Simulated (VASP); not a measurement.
Write the native input for VASP 6.6.1 that does the following.

```
Task                   : relaxation of cell and atoms
Functional             : PBE
Potentials or basis    : VASP PAW PBE potentials, release 64 (Ag, Cl)
Cutoff                 : 600 eV
k mesh                 : 8 × 8 × 8
Occupations            : fermi-dirac, width 0.02 eV
Spin                   : no spin polarisation
Dipole correction      : no
Further INCAR settings : ALGO = Normal; EDIFF = 1e-07; IBRION = 2; EDIFFG = -0.005; NSW = 80; ISIF = 3
```

The structure of AgCl lies in POSCAR:

```
AgCl
1.0
    0.0000000000      2.5244510000      2.5244510000
    2.5244510000      0.0000000000      2.5244510000
    2.5244510000      2.5244510000      0.0000000000
Ag Cl
1 1
Direct
    0.0000000000      0.0000000000      0.0000000000
    0.5000000000      0.5000000000      0.5000000000
```

One way to write it, as run:

INCAR

```
SYSTEM = AgCl
ALGO = Normal
EDIFF = 1E-7
EDIFFG = -0.005
ENCUT = 600
GGA = PE
IBRION = 2
ISIF = 3
ISMEAR = -1
LASPH = .TRUE.
LCHARG = .FALSE.
LREAL = .FALSE.
LWAVE = .FALSE.
NELM = 100
NSW = 80
PREC = Accurate
SIGMA = 0.02
```

KPOINTS

```
k-points
0
G
  8 8 8
  0 0 0
```

Potentials or basis: VASP PAW PBE potentials, release 64 (Ag, Cl).

The run is started by

```bash
$ cat potpaw_PBE.64/Ag/POTCAR potpaw_PBE.64/Cl/POTCAR > POTCAR
$ mpirun -np 1 vasp_std > vasp.out
```

It gave:

| Quantity | Value |
| --- | --- |
| Relaxed volume | 22.01 Å³/atom |
| Relaxed cell | a = 3.963 Å, b = 3.963 Å, c = 3.963 Å, α = 60.00°, β = 60.00°, γ = 60.00° |
| Space group after relaxing (to 0.1 Å) | Fm-3m (No. 225) |
| Energy gained by relaxing | 406.0 meV/atom |
| Ionic steps | 20 |
| Pressure after relaxing | 0.0 GPa |
| Band gap on the k mesh | 0.92 eV (least direct gap 3.09 eV) |

Caveat: the volume moved by over 15 % at a fixed basis, so the end points are rough.

It took 3.9 min on 1 thread of Intel Xeon 8259CL, on a shared host, peak memory 0.18 GiB.
